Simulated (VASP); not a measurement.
The system is AlB2As3.

```xyz
6
Lattice="-1.8221 1.8221 7.7306 1.8221 -1.8221 7.7306 1.8221 1.8221 -7.7306" Properties=species:S:1:pos:R:3 pbc="T T T"
Al    0.0000    0.0000    0.0000
B     0.0000    0.0000   10.3075
B     0.0000    0.0000    5.1537
As    0.0000    1.8221    6.4422
As    1.8221    0.0000    3.8653
As    0.0000    1.8221    1.2884
```

| Item | Value |
| --- | --- |
| Program | VASP 6.6.1 |
| Task | relaxation of cell and atoms |
| Functional | PBE |
| Potentials or basis | VASP PAW PBE potentials, release 64 (Al, B, As) |
| Cutoff | 600 eV |
| k mesh | 6 × 6 × 6 |
| Occupations | gaussian, width 0.1 eV |
| Spin | no spin polarisation |

At the start: pressure 3.1 GPa; volume 17.11 Å³/atom.

**Question.** Where does the relaxation end?

**Answer.** Over 8 steps the energy falls by 207.0 meV/atom and the volume is 16.93 Å³/atom (-1.0 %); space group I-4m2 (No. 119, to 0.1 Å) before and after.

The path:
```tsv
step	energy change (eV)	largest force (eV/Å)	pressure (GPa)	volume (Å³)
1	0.0000	4.2153	3.15	102.67
2	-0.9029	1.2162	-4.53	107.74
3	-0.9037	1.2457	-4.69	107.90
4	-1.1760	0.8750	0.62	101.03
5	-1.1842	0.7831	1.91	99.72
6	-1.2411	0.1121	0.25	101.15
7	-1.2415	0.0446	0.36	101.04
8	-1.2420	0.0211	-0.21	101.59
```

Final structure:
```
CELL_PARAMETERS angstrom
-1.79426 1.79426 7.88909
1.79426 -1.79426 7.88909
1.79426 1.79426 -7.88909
ATOMIC_POSITIONS crystal
Al 0.00000 0.00000 0.00000
B 0.67563 0.67563 0.00000
B 0.32437 0.32437 0.00000
As 0.89815 0.39815 0.50000
As 0.25000 0.75000 0.50000
As 0.60185 0.10185 0.50000
```
